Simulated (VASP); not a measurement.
A run of VASP 6.6.1 is set up as follows.

Contents of INCAR:

```
PREC = Accurate
ENCUT = 600
EDIFF = 1E-6
ISMEAR = 0
SIGMA = 0.05
LREAL = F
LASPH = T
NELM = 200
ALGO = Normal
ISIF = 2
LWAVE = F
LCHARG = T
ISPIN = 2
MAGMOM = 7.26 0
LORBIT = 11
LMAXMIX = 6
GGA = PE
LELF = T
LVHAR = T
NBANDS = 22
GGA_COMPAT = F
```

The input KPOINTS:

```
regular mesh
0
Gamma
  12 12 12
```

POSCAR

```
EuO
1.0
    0.0000000000      2.5635929839      2.5635929839
    2.5635929839      0.0000000000      2.5635929839
    2.5635929839      2.5635929839      0.0000000000
Eu O
1 1
Direct
    0.0000000000      0.0000000000      0.0000000000
    0.5000000000      0.5000000000      0.5000000000
```

Potentials or basis: VASP PAW PBE potentials, release 64 (Eu, O).

Run with:

```bash
$ cat potpaw_PBE.64/Eu/POTCAR potpaw_PBE.64/O/POTCAR > POTCAR
$ mpirun -np 1 vasp_std > vasp.out
```

Question: Predict the net moment.

Answer: 6.97 μB per cell.

Question: Estimate the site moments.

Answer: Eu +6.59; O -0.10 μB.

Caveat: the cell stands under tension; a cell with one magnetic atom can't hold antiferromagnetic order, which such compounds often take. The state reached can hang on the start; a lower one may exist.
